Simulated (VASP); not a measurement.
Input of a VASP 6.6.1 run:

File INCAR:

```
SYSTEM = SiNi
PREC = Accurate
ENCUT = 520
EDIFF = 1E-7
ISMEAR = -1
SIGMA = 0.08
LREAL = .FALSE.
LASPH = .TRUE.
NELM = 60
ALGO = Normal
ISIF = 2
LWAVE = .FALSE.
LCHARG = .FALSE.
GGA = PE
NBANDS = 14
```

The input KPOINTS:

```
regular mesh
0
G
  14 14 14
  0 0 0
```

The input POSCAR:

```
SiNi
1.0
    0.0000000000      2.0427944923      2.0427944923
    2.0427944923      0.0000000000      2.0427944923
    2.0427944923      2.0427944923      0.0000000000
Ni Si
1 1
Direct
    0.0000000000      0.0000000000      0.0000000000
    0.5000000000      0.5000000000      0.5000000000
```

Potentials or basis: VASP PAW PBE potentials, release 64 (Ni, Si).

Command:

```bash
$ cat potpaw_PBE.64/Ni/POTCAR potpaw_PBE.64/Si/POTCAR > POTCAR
$ mpirun -np 1 vasp_std > vasp.out
```

Estimate the pressure.

167.9 GPa.

Estimate the band gap on the k mesh.

zero (bands 7 and 8 overlap by 7.94 eV).

Caveat: the cell stands under pressure. Spin polarisation is off, so any magnetic state and its effect on volume and gap are missing.
